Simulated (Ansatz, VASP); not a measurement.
## One calculation of TiPd3, two programs

```
Ti Pd
1.0
     3.82000    0.00000    0.00000
     0.00000    3.82000    0.00000
     0.00000    0.00000    3.89640
Ti Pd
1 3
Cartesian
  0.0000 0.0000 0.0000
  0.0000 1.9100 1.9482
  1.9100 0.0000 1.9482
  1.9100 1.9100 0.0000
```

Change from the starting cell: zz strain of +2 %, crystal datasets.

Alike in both runs: task electric field gradients; functional LDA; k mesh 11 × 11 × 11; occupations fermi-dirac, width 0.05 eV; no spin polarisation.

|  | VASP | Ansatz |
| --- | --- | --- |
| version | VASP 6.6.1 | Ansatz 0.2.0 |
| potentials or method | VASP PAW LDA potentials, release 64 (Ti_sv, Pd), cutoff 520 eV | all-electron PAW with datasets made for the crystal, scalar-relativistic |

|  | VASP | Ansatz | Ansatz less VASP |
| --- | --- | --- | --- |
| pressure (GPa) | -1.8 | -2.1 | -0.37 |
| traceless stress, the component that is largest in VASP (GPa) | -2.09 | -2.09 | -0.004 |
| size of Vzz on the site where it differs most (V/Å²) | 60.3 | 80.3 | +19.96 |

LDA's correlation is that of Perdew and Zunger in VASP and of Perdew and Wang (1992) in Ansatz. Ansatz ran all-electron here, and VASP with PAW potentials.
